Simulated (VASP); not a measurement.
# Cd3I2 (P-6m2) in VASP: notebook, part 2 of 2

VASP 6.6.1. The steps go on from the part before.

## Step 3: Single point, PBE

This run uses another cell than the first one, of 52.92 Å³/atom.

INCAR reads:

```
  PREC = Accurate
  ENCUT = 520
  EDIFF = 1E-6
  ISMEAR = 0
  SIGMA = 0.1
  LREAL = False
  LASPH = True
  NELM = 80
  ALGO = Fast
  ISIF = 2
  LWAVE = False
  LCHARG = False
  GGA = PE
  NBANDS = 33
```

KPOINTS reads:

```
regular mesh
0
Gamma
  6 6 4
```

POSCAR reads:

```
Cd3I2
1.0
    5.8715408003      0.0000000000      0.0000000000
   -2.9357704002      5.0849034924      0.0000000000
    0.0000000000      0.0000000000      8.8626921990
Cd I
3 2
Direct
    0.1614646738      0.3229293476      0.0000000000
    0.1614646738      0.8385353262      0.0000000000
    0.6770706524      0.8385353262      0.0000000000
    0.3333333333      0.6666666667      0.2918562362
    0.3333333333      0.6666666667      0.7081437638
```

Potentials or basis: VASP PAW PBE potentials, release 64 (Cd, I).

Command:

```console
$ cat potpaw_PBE.64/Cd/POTCAR potpaw_PBE.64/I/POTCAR > POTCAR
$ mpirun -np 1 vasp_std > vasp.out
```

OUTCAR:

```text
PREC = Accurate
   ENCUT = 520
   EDIFF = 1E-6
   ISMEAR = 0
   LREAL = False
   LASPH = True
   NELM = 80
   ISIF = 2
   GGA = PE

 ion  position               nearest neighbor table
   1  0.161  0.323  0.000-   3 2.84   2 2.84   3 3.03   2 3.03   4 3.12   5 3.12
   2  0.161  0.839  0.000-   3 2.84   1 2.84   3 3.03   1 3.03   5 3.12   4 3.12
   3  0.677  0.839  0.000-   1 2.84   2 2.84   1 3.03   2 3.03   4 3.12   5 3.12
   4  0.333  0.667  0.292-   2 3.12   3 3.12   1 3.12
   5  0.333  0.667  0.708-   2 3.12   3 3.12   1 3.12

  LATTYP: Found a hexagonal cell.
[... 955 lines left out ...]
  -------------------------------------------------------------------------------------
  Total        0.2266777      0.2266777      0.0922666     -0.0000000      0.0000000      0.0000000
  in kB        1.3725210      1.3725210      0.5586691     -0.0000000      0.0000000      0.0000000
  external PRESSURE =       1.1012371 kB  Pullay stress =       0.0000000 kB

 VOLUME and BASIS-vectors are now :
 -----------------------------------------------------------------------------
  energy-cutoff  :      520.00
  volume of cell :      264.61
      direct lattice vectors                 reciprocal lattice vectors
     5.871540800  0.000000000  0.000000000     0.170313046  0.098330283  0.000000000
    -2.935770400  5.084903492  0.000000000     0.000000000  0.196660566  0.000000000
     0.000000000  0.000000000  8.862692199     0.000000000  0.000000000  0.112832532

 POSITION                                       TOTAL-FORCE (eV/Angst)
 -----------------------------------------------------------------------------------
     -0.00000      1.64206      0.00000        -0.000000      0.006823     -0.000000
     -1.51370      4.26387      0.00000         0.005909     -0.003411      0.000000
      1.51370      4.26387      0.00000        -0.005909     -0.003411      0.000000
     -0.00000      3.38994      2.58663        -0.000000     -0.000000      0.027890
     -0.00000      3.38994      6.27606        -0.000000     -0.000000     -0.027890
 -----------------------------------------------------------------------------------
    total drift:                                0.000000     -0.000000     -0.000000

  FREE ENERGIE OF THE ION-ELECTRON SYSTEM (eV)
  ---------------------------------------------------
  free  energy   TOTEN  =        -5.4011937036 eV

  energy  without entropy=       -5.3877378070  energy(sigma->0) =       -5.39446576
```

OSZICAR:

```text
N       E                     dE             d eps       ncg     rms          rms(c)
DAV:   1     0.327563494438E+03    0.32756E+03   -0.21563E+04  1386   0.127E+03
DAV:   2     0.143938154018E+02   -0.31317E+03   -0.30338E+03  1569   0.303E+02
DAV:   3    -0.569190008638E+01   -0.20086E+02   -0.19897E+02  1629   0.749E+01
DAV:   4    -0.607383632236E+01   -0.38194E+00   -0.38175E+00  1705   0.904E+00
DAV:   5    -0.607986034431E+01   -0.60240E-02   -0.60236E-02  1777   0.118E+00    0.688E+00
RMM:   6    -0.544989533933E+01    0.62997E+00   -0.10074E+00  1460   0.502E+00    0.489E+00
RMM:   7    -0.540707043617E+01    0.42825E-01   -0.20610E-01  1532   0.156E+00    0.234E+00
RMM:   8    -0.540134671835E+01    0.57237E-02   -0.28342E-02  1569   0.109E+00    0.329E-01
RMM:   9    -0.540132304765E+01    0.23671E-04   -0.64689E-03  1572   0.410E-01    0.100E-01
RMM:  10    -0.540137316048E+01   -0.50113E-04   -0.11311E-03  1616   0.203E-01    0.661E-02
RMM:  11    -0.540120003332E+01    0.17313E-03   -0.58970E-04  1580   0.106E-01    0.229E-02
RMM:  12    -0.540119932924E+01    0.70409E-06   -0.13419E-04  1660   0.551E-02    0.202E-02
RMM:  13    -0.540119369615E+01    0.56331E-05   -0.29075E-05  1582   0.270E-02    0.609E-03
RMM:  14    -0.540119370361E+01   -0.74633E-08   -0.89016E-06  1307   0.132E-02
   1 F= -.54011937E+01 E0= -.53944658E+01  d E =-.134559E-01
```

Run time: 6 min. Hardware: 1 thread of Oxide Virtual Turin-like, shared host; peak memory 0.44 GiB.

Results:

- Free energy: -5.4012 eV
- Pressure: 0.1 GPa
- Largest force: 0.028 eV/Å
- Band gap on the k mesh: zero (bands 25 and 26 overlap by 1.74 eV)

Forces in eV/Å, atoms in the order of the input:
```
Cd   0.000  0.007  0.000
Cd   0.006 -0.003  0.000
Cd  -0.006 -0.003  0.000
I    0.000  0.000  0.028
I    0.000  0.000 -0.028
```

Caveat: spin-orbit coupling is left out, which moves the levels of the heavy elements; this functional lacks dispersion, which binds layers or chains, so the pressure and a relaxed spacing across them are unreliable.

## Step 4: Relaxation of cell and atoms, PBE

This run uses another cell than the first one, of 35.55 Å³/atom.

INCAR reads:

```
SYSTEM = Cd3I2
PREC = Accurate
ENCUT = 600
EDIFF = 1E-6
ISMEAR = 0
SIGMA = 0.1
LREAL = .False.
LASPH = .True.
NELM = 100
ALGO = Normal
ISIF = 3
LWAVE = .False.
LCHARG = .False.
GGA = PE
IBRION = 2
NSW = 90
EDIFFG = -0.04
```

KPOINTS reads:

```
Automatic mesh
0
Gamma
  3 3 4
  0 0 0
```

POSCAR reads:

```
Cd3I2
1.0
    5.7955341825      0.0000000000      0.0000000000
   -2.8977670913      5.0190798306      0.0000000000
    0.0000000000      0.0000000000      6.1108920747
Cd I
3 2
Direct
    0.1250000000      0.2500000000      0.0000000000
    0.1250000000      0.8750000000      0.0000000000
    0.7500000000      0.8750000000      0.0000000000
    0.3333333333      0.6666666667      0.2960493614
    0.3333333333      0.6666666667      0.7039506386
```

Command:

```console
$ cat potpaw_PBE.64/Cd/POTCAR potpaw_PBE.64/I/POTCAR > POTCAR
$ mpirun -np 1 vasp_std > vasp.out
```

Run time: 42 min. Hardware: 1 thread of Oxide Virtual Turin-like, shared host; peak memory 0.34 GiB.

It converged, with:

```yaml
Free_energy: -5.3726 eV
Relaxed_volume: 53.96 Å³/atom
Relaxed_cell: a = 5.878 Å, b = 5.878 Å, c = 9.018 Å, α = 90.00°, β = 90.00°, γ = 120.00°
Space_group_after_relaxing_to_0.1_Å: P-6m2 (No. 187)
Pressure_after_relaxing: 0.1 GPa
Largest_force_after_relaxing: 0.036 eV/Å
Band_gap_on_the_k_mesh: zero (bands 25 and 26 overlap by 1.49 eV)
```

Forces in eV/Å, atoms in the order of the input:
```
Cd   0.000  0.032  0.000
Cd   0.028 -0.016  0.000
Cd  -0.028 -0.016  0.000
I    0.000  0.000  0.036
I    0.000  0.000 -0.036
```

Final structure:
```yaml
crystal:
  lattice:
    - [5.87791, 0.00000, 0.00000]
    - [-2.93896, 5.09042, 0.00000]
    - [0.00000, 0.00000, 9.01784]
  atoms:
    - { symbol: Cd, position: [0.16072, 0.32144, 0.00000] }
    - { symbol: Cd, position: [0.16072, 0.83928, 0.00000] }
    - { symbol: Cd, position: [0.67856, 0.83928, 0.00000] }
    - { symbol: I, position: [0.33333, 0.66667, 0.28338] }
    - { symbol: I, position: [0.33333, 0.66667, 0.71662] }
```

Levels at points of the mesh, in eV from the Fermi level:
```
           k point  band 22  band 23  band 24  band 25  band 26  band 27  band 28  band 29
(0.00, 0.00, 0.00)    -2.58    -2.39    -2.39     0.70     0.93     0.93     1.60     1.60
(0.00, 0.00, 0.50)    -2.55    -2.55    -2.37     0.95     0.95     1.56     1.74     1.74
```

Caveat: the k points lie up to 0.41 Å⁻¹ apart in the final cell, too coarse for converged energies and pressures of a metal; the volume moved by over 15 % at a fixed basis, so the end points are rough; spin-orbit coupling is left out, which moves the levels of the heavy elements; this functional lacks dispersion, which binds layers or chains, so the pressure and a relaxed spacing across them are unreliable.

## Step 5: The runs side by side

| task | cell | k mesh | cutoff (eV) | gap on the mesh (eV) | pressure (GPa) | largest force (eV/Å) |
| --- | --- | --- | --- | --- | --- | --- |
| single point | a = 5.886, b = 5.886, c = 9.149 Å, angles 90.0, 90.0, 120.0°, 5 atoms, atomic positions A | 3 × 3 × 4 | 520 | none | 0.1 | 0.03 |
| single point | a = 5.872, b = 5.872, c = 8.863 Å, angles 90.0, 90.0, 120.0°, 5 atoms, atomic positions B | 6 × 6 × 4 | 520 | none | 0.1 | 0.03 |
| relaxation of cell and atoms | relaxed from a = 5.796, b = 5.796, c = 6.111 Å, angles 90.0, 90.0, 120.0°, 5 atoms, atomic positions C | 3 × 3 × 4 | 600 | none | 0.1 | 0.04 |

Alike in all rows: level PBE; potentials or basis VASP PAW PBE potentials, release 64 (Cd, I); no spin polarisation; smearing gaussian 0.1 eV.

Caveats: some runs use coarse meshes; spin-orbit coupling is left out, which moves the levels of the heavy elements; this functional lacks dispersion, which binds layers or chains, so the pressure and a relaxed spacing across them are unreliable; the volume moved by over 15 % at a fixed basis, so the end points are rough (at least some runs).

Absolute energies hang on the potentials; compare differences alone.
